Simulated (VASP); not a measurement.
# Be3Si (I4/mmm) in VASP: further runs

The runs below take Be3Si through single point, with RPBE, PBE, LDA.

All numbers are computed with VASP 6.6.1; they aren't measurements. Logs are shortened: lines on timing, memory, paths and dates and some standing lists are left out, and cuts for length are marked.

### Step 1. The cell of the first run

It takes space group I4/mmm (No. 139, tetragonal). The conventional cell has a = 3.411 Å, b = 3.411 Å, c = 6.846 Å, α = 90.00°, β = 90.00°, γ = 90.00°. Be (site symmetry -4m2) has 8 Be at 2.41 to 2.42 Å and 4 Si at 2.42 Å within 3.2 Å. Within 3.2 Å of Be (site symmetry 4/mmm) lie 4 Si at 2.41 Å and 8 Be at 2.42 Å. Si (site symmetry 4/mmm) has 12 Be at 2.41 to 2.42 Å within 3.2 Å.

### Step 2. Single point, RPBE

INCAR

```
PREC = Accurate
ENCUT = 520
EDIFF = 1E-6
ISMEAR = 1
SIGMA = 0.36
LREAL = F
LASPH = T
NELM = 60
ALGO = Normal
ISIF = 2
LWAVE = F
LCHARG = F
GGA = RP
NBANDS = 13
ISYM = 0
```

KPOINTS

```
Automatic mesh
0
Gamma
  4 1 1
  0.25 0.25 0.25
```

POSCAR

```
Be3Si
1.0
   -1.7055660000      1.7055660000      3.4231330000
    1.7055660000     -1.7055660000      3.4231330000
    1.7055660000      1.7055660000     -3.4231330000
Be Si
3 1
Direct
    0.7500000000      0.2500000000      0.5000000000
    0.2500000000      0.7500000000      0.5000000000
    0.5000000000      0.5000000000      0.0000000000
    0.0000000000      0.0000000000      0.0000000000
```

Potentials or basis: VASP PAW PBE potentials, release 64 (Be, Si).

Command:

```sh
> cat potpaw_PBE.64/Be/POTCAR potpaw_PBE.64/Si/POTCAR > POTCAR
> mpirun -np 1 vasp_std > vasp.out
```

OUTCAR:

```text
PREC = Accurate
   ENCUT = 520
   EDIFF = 1E-6
   ISMEAR = 1
   LREAL = F
   LASPH = T
   NELM = 60
   ISIF = 2
   GGA = RP
   ISYM = 0

 ion  position               nearest neighbor table
   1  0.750  0.250  0.500-   4 2.42   4 2.42   4 2.42   4 2.42
   2  0.250  0.750  0.500-   4 2.42   4 2.42   4 2.42   4 2.42
   3  0.500  0.500  0.000-   4 2.41   4 2.41   4 2.41   4 2.41
   4  0.000  0.000  0.000-   3 2.41   3 2.41   3 2.41   3 2.41   1 2.42   1 2.42   2 2.42   2 2.42
                             2 2.42   1 2.42   2 2.42   1 2.42

IMPORTANT INFORMATION: All symmetrisations will be switched off!
NOSYMM: (Re-)initialisation of all symmetry stuff for point group C_1.

----------------------------------------------------------------------------------------

                                     Primitive cell

  volume of cell :      39.8310

  direct lattice vectors                    reciprocal lattice vectors
    -1.705566000  1.705566000  3.423133000     0.000000000  0.293157814  0.146065023
     1.705566000 -1.705566000  3.423133000     0.293157814  0.000000000  0.146065023
     1.705566000  1.705566000 -3.423133000     0.293157814  0.293157814  0.000000000

  length of vectors
     4.187570930  4.187570930  4.187570930     0.327530907  0.327530907  0.414587756

  position of ions in fractional coordinates (direct lattice)
     0.750000000  0.250000000  0.500000000
     0.250000000  0.750000000  0.500000000
     0.500000000  0.500000000  0.000000000
     0.000000000  0.000000000  0.000000000

  ion indices of the primitive-cell ions
   primitive index   ion index
                 1           1
                 2           2
                 3           3
                 4           4

----------------------------------------------------------------------------------------

 KPOINTS: Automatic mesh

Automatic generation of k-mesh.
 Grid dimensions read from file:
 generate k-points for:    4    1    1

 Generating k-lattice:

  Cartesian coordinates                     Fractional coordinates (reciprocal lattice)
     0.000000000  0.073289453  0.036516256     0.250000000  0.000000000 -0.000000000
     0.293157814  0.000000000  0.146065023     0.000000000  1.000000000 -0.000000000
     0.293157814  0.293157814  0.000000000     0.000000000  0.000000000  1.000000000

  Length of vectors
     0.081882727  0.327530907  0.414587756

  Shift w.r.t. Gamma in fractional coordinates (k-lattice)
     0.250000000  0.250000000  0.250000000
[... 62 lines left out ...]
   PSTRESS=    0.0 pullay stress
   NELECT =      10.0000    total number of electrons
   NUPDOWN=      -1.0000    fix difference up-down
   EMIN   =  10.00;   EMAX   =-10.00  energy-range for DOS
   EFERMI =   0.00;   METHOD = LEGACY
   ISMEAR =     1;   SIGMA  =   0.36  broadening in eV -4-tet -1-fermi 0-gaus
   EFERMI_NEDOS =   21; number of points for ismear=-14 and -15
   IALGO  =     38    algorithm
   IMIX   =      4    mixing-type and parameters
     AMIX     =   0.40;   BMIX     =  1.00
     AMIX_MAG =   1.60;   BMIX_MAG =  1.00
  volume/ion in A,a.u.               =       9.96        67.20
  Fermi-wavevector in a.u.,A,eV,Ry     =   1.032764  1.951642 14.512003  1.066602
  Thomas-Fermi vector in A             =   2.166978
   LORBIT       =      0    0 simple, 1 ext, 2 COOP (PROOUT), +10 PAW based schemes
   GGA     = RP    functional components
   LHFCALC =     F    Hartree Fock is set to
   AEXX    =    0.0000 exact exchange contribution
   IVDW    =     0    specifies the selected vdW correction
   LEPSILON=     F    determine dielectric tensor
   LRPA    =     F    only Hartree local field effects (RPA)
 non-spin polarized calculation
 Methfessel and Paxton  Order N= 1 SIGMA  =   0.36
  energy-cutoff  :      520.00
  volume of cell :       39.83
 maximum number of plane-waves:      1076
   NGX = 15   NGY = 15   NGZ = 15

 number of electron      10.0000000 magnetization

 Free energy of the ion-electron system (eV)
  ---------------------------------------------------
  ext. energy  EPLUGINS =         0.00000000
  ---------------------------------------------------
  free energy    TOTEN  =       -15.78323929 eV

  energy without entropy =      -15.75433348  energy(sigma->0) =      -15.77360402

 E-fermi :   7.5727     XC(G=0): -10.6634

 val. band max:        7.2646286868   @ k =  -0.4375   0.2500   0.2500
 cond. band min:       7.5799122324   @ k =   0.0625   0.2500   0.2500
 fundamental gap:      0.3152835456
 Fermi energy:         7.5726754439

 k-point     1 :       0.0625    0.2500    0.2500
  band No.  band energies     occupation
      1      -1.0834      2.00000
      2       0.7533      2.00000
      3       3.1791      2.00000
      4       3.3562      2.00000
      5       5.9925      2.00000
      6       7.5799      0.96598
      7       8.8209     -0.00001
      8      11.5040     -0.00000
      9      14.8255      0.00000
     10      17.5343      0.00000
     11      18.1264      0.00000
     12      18.7432      0.00000
     13      19.1014      0.00000
[... 34 lines left out ...]
  band No.  band energies     occupation
      1      -2.2053      2.00000
      2       0.5571      2.00000
      3       1.7651      2.00000
      4       7.1894      2.06119
      5       7.7164      0.38042
      6       9.8745     -0.00000
      7      10.1728     -0.00000
      8      10.9501     -0.00000
      9      12.8835     -0.00000
     10      15.1513      0.00000
     11      15.5026      0.00000
     12      17.6204      0.00000
     13      18.3154      0.00000

------------------------ aborting loop because EDIFF is reached ----------------------------------------

  FORCE on cell =-STRESS in cart. coord.  units (eV):
  Direction    XX          YY          ZZ          XY          YZ          ZX
  --------------------------------------------------------------------------------------
  -------------------------------------------------------------------------------------
  Total        5.1308627     -1.0600804     -3.8363870      1.7293388      3.3502340      2.2919644
  in kB      206.3859591    -42.6411163   -154.3164323     69.5616433    134.7612096     92.1929331
  external PRESSURE =       3.1428035 kB  Pullay stress =       0.0000000 kB

 VOLUME and BASIS-vectors are now :
 -----------------------------------------------------------------------------
  energy-cutoff  :      520.00
  volume of cell :       39.83
      direct lattice vectors                 reciprocal lattice vectors
    -1.705566000  1.705566000  3.423133000     0.000000000  0.293157814  0.146065023
     1.705566000 -1.705566000  3.423133000     0.293157814  0.000000000  0.146065023
     1.705566000  1.705566000 -3.423133000     0.293157814  0.293157814  0.000000000

 POSITION                                       TOTAL-FORCE (eV/Angst)
 -----------------------------------------------------------------------------------
      0.00000      1.70557      1.71157        -0.229220     -0.878391     -0.294085
      1.70557      0.00000      1.71157         0.229222      0.878390      0.294085
      0.00000      0.00000      3.42313        -0.000001      0.000002     -0.000001
      0.00000      0.00000      0.00000        -0.000000     -0.000001      0.000002
 -----------------------------------------------------------------------------------
    total drift:                               -0.000001      0.000000      0.000001

  FREE ENERGIE OF THE ION-ELECTRON SYSTEM (eV)
  ---------------------------------------------------
  free  energy   TOTEN  =       -15.7832392898 eV

  energy  without entropy=      -15.7543334832  energy(sigma->0) =      -15.77360402
```

OSZICAR:

```text
N       E                     dE             d eps       ncg     rms          rms(c)
DAV:   1     0.141771045462E+01    0.14177E+01   -0.39503E+03   104   0.617E+02
DAV:   2    -0.153454114265E+02   -0.16763E+02   -0.16301E+02   129   0.109E+02
DAV:   3    -0.159014422188E+02   -0.55603E+00   -0.54659E+00   144   0.139E+01
DAV:   4    -0.159056553701E+02   -0.42132E-02   -0.42096E-02   124   0.163E+00
DAV:   5    -0.159057128078E+02   -0.57438E-04   -0.57434E-04   144   0.165E-01    0.456E+00
DAV:   6    -0.158145036077E+02    0.91209E-01   -0.66279E-02   139   0.123E+00    0.260E+00
DAV:   7    -0.157841493940E+02    0.30354E-01   -0.55434E-02   144   0.111E+00    0.292E-01
DAV:   8    -0.157832983052E+02    0.85109E-03   -0.49007E-03   129   0.373E-01    0.781E-02
DAV:   9    -0.157832400113E+02    0.58294E-04   -0.88605E-05   139   0.649E-02    0.547E-02
DAV:  10    -0.157832392898E+02    0.72146E-06   -0.58705E-06   129   0.154E-02
   1 F= -.15783239E+02 E0= -.15773604E+02  d E =-.289058E-01
```

Wall time 2.5 s (1 thread of AMD EPYC 9R45 (Zen 5), shared host); peak memory 0.13 GiB.

What came out:

```
Free energy            : -15.7832 eV
Pressure               : 0.3 GPa
Largest force          : 0.954 eV/Å
Band gap on the k mesh : zero (band 5 reaches 7.72 eV, above the bottom of band 6 at 7.58 eV)
```

Forces in eV/Å, atoms in the order of the input:
```
Be  -0.229 -0.878 -0.294
Be   0.229  0.878  0.294
Be   0.000  0.000  0.000
Si   0.000  0.000  0.000
```

Levels at points of the mesh, in eV from the Fermi level:
| k point | band 1 | band 2 | band 3 | band 4 | band 5 | band 6 | band 7 | band 8 | band 9 | band 10 |
| --- | --- | --- | --- | --- | --- | --- | --- | --- | --- | --- |
| (0.06, 0.25, 0.25) | -8.66 | -6.82 | -4.39 | -4.22 | -1.58 | 0.01 | 1.25 | 3.93 | 7.25 | 9.96 |

Caveat: the k points lie up to 2.60 Å⁻¹ apart; the PAW data sets were made with another functional, which shifts forces and pressure a little.

### Step 3. Single point, PBE

INCAR

```
  PREC = Accurate
  ENCUT = 520
  EDIFF = 1E-6
  ISMEAR = 0
  SIGMA = 0.1
  LREAL = F
  LASPH = T
  NELM = 60
  ALGO = Fast
  ISIF = 2
  LWAVE = F
  LCHARG = T
  GGA = PE
  LELF = T
  LVHAR = T
  NBANDS = 13
```

KPOINTS

```
regular mesh
0
Gamma
  3 3 4
```

POSCAR is that of step 2.

Potentials or basis: VASP PAW PBE potentials, release 64 (Be, Si).

Command:

```sh
> cat potpaw_PBE.64/Be/POTCAR potpaw_PBE.64/Si/POTCAR > POTCAR
> mpirun -np 1 vasp_std > vasp.out
```

Run time: 6 s. Hardware: 1 thread of AMD EPYC 9R45 (Zen 5), shared host; peak memory 0.13 GiB.

It converged, with:

```
Free energy            : -15.9169 eV
Pressure               : -2.1 GPa
Band gap on the k mesh : zero (band 5 reaches 11.34 eV, above the bottom of band 6 at 6.46 eV)
```

Stress tensor (GPa, compression positive):
```
 1.13  0.00  0.00
 0.00  1.13  0.00
 0.00  0.00 -8.48
```

Levels at points of the mesh, in eV from the Fermi level:
```
           k point  band 2  band 3  band 4  band 5  band 6  band 7  band 8  band 9
(0.00, 0.00, 0.00)   -3.18   -0.39   -0.39    0.34    0.34    1.05    1.35    2.40
(0.00, 0.00, 0.50)   -6.57   -5.61   -4.94   -2.91   -1.26    2.75    3.23    5.61
```

Caveat: the k points lie up to 0.69 Å⁻¹ apart.

### Step 4. Single point, PBE

INCAR

```
SYSTEM = Be3Si
PREC = Accurate
ENCUT = 520
EDIFF = 1E-6
ISMEAR = -1
SIGMA = 0.13605693122994
LREAL = .FALSE.
LASPH = .TRUE.
NELM = 80
ALGO = Normal
ISIF = 2
LWAVE = .FALSE.
LCHARG = .FALSE.
GGA = PE
NBANDS = 13
```

KPOINTS

```
Automatic mesh
0
G
  6 6 6
  0 0 0
```

POSCAR is that of step 3.

Command:

```sh
> cat potpaw_PBE.64/Be/POTCAR potpaw_PBE.64/Si/POTCAR > POTCAR
> mpirun -np 1 vasp_std > vasp.out
```

Wall time 7.8 s (1 thread of AMD EPYC 9R45 (Zen 5), shared host); peak memory 0.14 GiB.

The run converged. Its results:

```yaml
Free_energy: -15.6620 eV
Pressure: -1.1 GPa
Band_gap_on_the_k_mesh: zero (band 5 reaches 11.34 eV, above the bottom of band 6 at 6.47 eV)
```

Stress tensor (GPa, compression positive):
```
-0.83  0.00  0.00
 0.00 -0.83  0.00
 0.00  0.00 -1.75
```

Levels at points of the mesh, in eV from the Fermi level:
```tsv
k point	band 2	band 3	band 4	band 5	band 6	band 7	band 8	band 9
(0.00, 0.00, 0.00)	-3.37	-0.60	-0.60	0.16	0.16	0.85	1.15	2.22
(0.50, 0.00, 0.00)	-8.34	-3.87	-3.47	0.29	0.76	3.17	5.23	5.99
(0.50, 0.50, 0.00)	-6.77	-5.81	-5.12	-3.11	-1.44	2.56	3.04	5.42
(0.50, 0.50, 0.50)	-8.80	-3.23	-3.23	0.87	1.32	7.44	7.47	7.47
```

Caveat: the k points lie up to 0.43 Å⁻¹ apart.

[end of part 1 of 2]
